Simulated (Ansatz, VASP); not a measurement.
**One calculation of Be2H3, two programs**

The input INCAR:

```
ALGO     = Normal         # electronic algorithm
EDIFF    = 1E-6           # SCF threshold, eV
ENCUT    = 520            # plane-wave cutoff, eV
GGA      = PE             # functional
ISIF     = 2              # what is computed and relaxed
ISMEAR   = 0              # smearing method
LASPH    = T              # aspherical terms in the spheres
LCHARG   = F              # write CHGCAR
LREAL    = F              # projectors in reciprocal space
LWAVE    = F              # write WAVECAR
NBANDS   = 12             # bands
NELM     = 80             # most SCF steps
PREC     = Accurate       # precision mode
SIGMA    = 0.1            # smearing width, eV
```

The input KPOINTS:

```
k-points
0
Gamma
  6 6 6
```

File POSCAR:

```
Be2H3
1.0
    1.7841643100      1.0300877500      3.2598775800
   -1.7841643100      1.0300877500      3.2598775800
    0.0000000000     -2.0601754900      3.2598775800
Be H
2 3
Direct
    0.5725774400      0.5725774400      0.5725774400
    0.3880372600      0.3880372600      0.3880372600
    0.0247165200      0.3401989400      0.0247165200
    0.0247165200      0.0247165200      0.3401989400
    0.3401989400      0.0247165200      0.0247165200
```

Input for Ansatz:

```yaml
crystal:
  lattice:
    - [1.78416431, 1.03008775, 3.25987758]
    - [-1.78416431, 1.03008775, 3.25987758]
    - [0.0, -2.06017549, 3.25987758]
  atoms:
    - { symbol: Be, position: [0.57257744, 0.57257744, 0.57257744] }
    - { symbol: Be, position: [0.38803726, 0.38803726, 0.38803726] }
    - { symbol: H, position: [0.02471652, 0.34019894, 0.02471652] }
    - { symbol: H, position: [0.02471652, 0.02471652, 0.34019894] }
    - { symbol: H, position: [0.34019894, 0.02471652, 0.02471652] }
basis:
  ecutwfc: 420
kpoints:
  mp_grid: { grid: [6, 6, 6] }
hamiltonian:
  xc: pbe
scf:
  occupations: { method: gaussian, width: 0.1 }
  lower_state_search: "off"
output:
  forces: true
  stress: true
  eigenvalues: true
```

Alike in both runs: task single point; functional PBE; k mesh 6 × 6 × 6; occupations gaussian, width 0.1 eV; no spin polarisation.

|  | VASP | Ansatz |
| --- | --- | --- |
| version | VASP 6.6.1 | Ansatz 0.2.0 |
| potentials or method | VASP PAW PBE potentials, release 64 (Be, H), cutoff 520 eV | scalar-relativistic, plane waves, PAW |
| valence electrons in the cell | 7 | 7 |

|  | VASP | Ansatz | Ansatz less VASP |
| --- | --- | --- | --- |
| gap on the k mesh at the Fermi level (eV) | none | none | - |
| pressure (GPa) | -1.9 | -1.8 | +0.09 |
| traceless stress, the component that is largest in VASP (GPa) | 19.45 | 19.39 | -0.065 |
| rms of the force components (eV/Å) | 1.094 | 1.090 | -0.0043 |

Atom by atom the forces differ by 0.007 eV/Å (rms over components). A gap of «none» marks a metal or a gap that the smearing closes. With one functional, cell and mesh, what is left measures potentials, basis and numerics.
